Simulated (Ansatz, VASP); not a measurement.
Two plane-wave programs on VHg2

```
V Hg
1.0
     3.27609    0.00000    0.00000
    -1.63805    2.83718    0.00000
     0.00000    0.00000   12.74265
V Hg
2 4
Direct
  0.33333 0.66667 0.25000
  0.66667 0.33333 0.75000
  0.33333 0.66667 0.62750
  0.66667 0.33333 0.12750
  0.33333 0.66667 0.87250
  0.66667 0.33333 0.37250
```

Alike in both runs: task relaxation of cell and atoms; functional PBE; k mesh 6 × 6 × 2; occupations gaussian, width 0.1 eV; collinear spin.

|  | VASP | Ansatz |
| --- | --- | --- |
| version | VASP 6.6.1 | Ansatz 0.2.0 |
| potentials or method | VASP PAW PBE potentials, release 64 (V_sv, Hg), cutoff 500 eV | scalar-relativistic, plane waves, PAW |
| valence electrons in the cell | 74 | 106 |

|  | VASP | Ansatz | Ansatz less VASP |
| --- | --- | --- | --- |
| gap on the k mesh at the Fermi level, each at its own relaxed structure (eV) | none | none | - |
| net moment per atom (μB) | 0.31 | 0.30 | -0.005 |
| size of the moment on the site where the two differ most (μB) | 0.80 | 0.79 | -0.008 |
| relaxed volume (Å³/atom) | 19.62 | 19.47 | -0.151 |
| relaxed length of the cell vector where the two differ most in proportion (Å) | 14.416 | 14.367 | -0.0491 |

Site moments also hang on the region over which each program counts them. A gap of «none» marks a metal or a gap that the smearing closes. VASP's potentials hold 74 valence electrons a cell and Ansatz's 106, so a difference there can come from the potentials and not from the codes.

The k mesh is coarse, so the values compare programs but aren't converged. Neither program's run includes spin-orbit coupling.
